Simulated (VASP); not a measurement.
Wanted: the native input for a VASP 6.6.1 run.

```yaml
Task: single point
Functional: LDA
Potentials_or_basis: VASP PAW LDA potentials, release 64 (Mg)
Cutoff: 520 eV
k_mesh: 12 × 12 × 6
Occupations: methfessel-paxton, width 0.03 eV
Spin: no spin polarisation
Dipole_correction: no
Further_INCAR_settings: ALGO = Normal; EDIFF = 1e-07; NBANDS = 9
```

The structure of Mg lies in POSCAR:

```
Mg
1.0
    3.1325008903      0.0000000000      0.0000000000
   -1.5662504451      2.7128253484      0.0000000000
    0.0000000000      0.0000000000      5.0848940941
Mg
2
Direct
    0.3333333333      0.6666666667      0.2500000000
    0.6666666667      0.3333333333      0.7500000000
```

These files were run (other wordings do the same):

INCAR

```
PREC     = Accurate       # precision mode
ENCUT    = 520            # plane-wave cutoff, eV
EDIFF    = 1E-7           # SCF threshold, eV
ISMEAR   = 1              # smearing method
SIGMA    = 0.03           # smearing width, eV
LREAL    = F              # projectors in reciprocal space
LASPH    = T              # aspherical terms in the spheres
NELM     = 100            # most SCF steps
ALGO     = Normal         # electronic algorithm
ISIF     = 2              # what is computed and relaxed
LWAVE    = F              # write WAVECAR
LCHARG   = T              # write CHGCAR
GGA      = CA             # functional
LELF     = T              # ELF
LVHAR    = T            
NBANDS   = 9              # bands
```

KPOINTS

```
Automatic mesh
0
Gamma
  12 12 6
```

Potentials or basis: VASP PAW LDA potentials, release 64 (Mg).

Launch:

```sh
$ cat potpaw_LDA.64/Mg/POTCAR > POTCAR
$ mpirun -np 1 vasp_std > vasp.out
```

It gave:

```
Pressure               : -0.3 GPa
Band gap on the k mesh : zero (bands 2 and 3 overlap by 2.29 eV)
```

Run time: 31 s on 1 thread of AMD EPYC 7R13, on a shared host, peak memory 0.13 GiB.
